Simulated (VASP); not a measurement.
A run of VASP 6.6.1 is set up as follows.

Contents of INCAR:

```
ALGO = Normal
EDIFF = 1E-6
ENCUT = 600
GGA = PS
GGA_COMPAT = False
ISIF = 2
ISMEAR = 0
ISPIN = 2
LASPH = True
LCHARG = False
LDAU = True
LDAUJ = 0 0
LDAUL = 2 -1
LDAUPRINT = 1
LDAUTYPE = 2
LDAUU = 4 0
LMAXMIX = 4
LORBIT = 11
LREAL = False
LWAVE = False
MAGMOM = 0 0
NBANDS = 23
NELM = 200
NUPDOWN = 0.0
PREC = Accurate
SIGMA = 0.05
```

KPOINTS

```
k-points
0
Gamma
  8 8 8
```

POSCAR

```
NiO
1.0
    0.0000000000      2.0913095100      2.0913095100
    2.0913095100      0.0000000000      2.0913095100
    2.0913095100      2.0913095100      0.0000000000
Ni O
1 1
Direct
    0.0000000000      0.0000000000      0.0000000000
    0.5000000000      0.5000000000      0.5000000000
```

Potentials or basis: VASP PAW PBE potentials, release 64 (Ni_sv_GW, O).

The run is started by

```sh
$ cat potpaw_PBE.64/Ni_sv_GW/POTCAR potpaw_PBE.64/O/POTCAR > POTCAR
$ mpirun -np 1 vasp_std > vasp.out
```

**Question.** Predict the pressure.

**Answer.** -17.1 GPa.

Eigenvalues of the final occupation matrices:
```tsv
site	spin	trace	eigenvalues
site 1 d	1	3.96	0.60 0.60 0.92 0.92 0.92
site 1 d	2	3.96	0.60 0.60 0.92 0.92 0.92
```

Caveat: the PAW data sets were made with another functional, which shifts forces and pressure a little; the total moment is fixed, so each spin has its own Fermi level.
